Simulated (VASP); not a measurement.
Here is a VASP 6.6.1 calculation.

The input INCAR:

```
SYSTEM = BP
ALGO = Normal
EDIFF = 1E-6
ENCUT = 520
GGA = PE
ISIF = 2
ISMEAR = 0
LASPH = .TRUE.
LCHARG = .FALSE.
LREAL = .FALSE.
LWAVE = .FALSE.
NBANDS = 11
NELM = 80
PREC = Accurate
SIGMA = 0.05
```

The input KPOINTS:

```
k-points
0
G
  12 12 12
  0 0 0
```

POSCAR

```
BP
1.0
    0.0000000000      2.1361690485      2.3148775992
    2.3148775992      0.0000000000      2.3148775992
    2.3148775992      2.1361690485      0.0000000000
B P
1 1
Direct
    0.0000000000      0.0000000000      0.0000000000
    0.7500000000      0.7500000000      0.7500000000
```

Potentials or basis: VASP PAW PBE potentials, release 64 (B, P).

The run is started by

```bash
$ cat potpaw_PBE.64/B/POTCAR potpaw_PBE.64/P/POTCAR > POTCAR
$ mpirun -np 1 vasp_std > vasp.out
```

**Question.** What does it give for the band gap on the k mesh?

**Answer.** 0.02 eV (least direct gap 2.67 eV).

**Question.** Estimate the pressure.

**Answer.** 4.2 GPa.

Stress tensor (GPa, compression positive):
```
-2.24  0.00  0.00
 0.00 17.13  0.00
 0.00  0.00 -2.24
```

Caveat: the cell stands under pressure. A k mesh can miss the band edges.
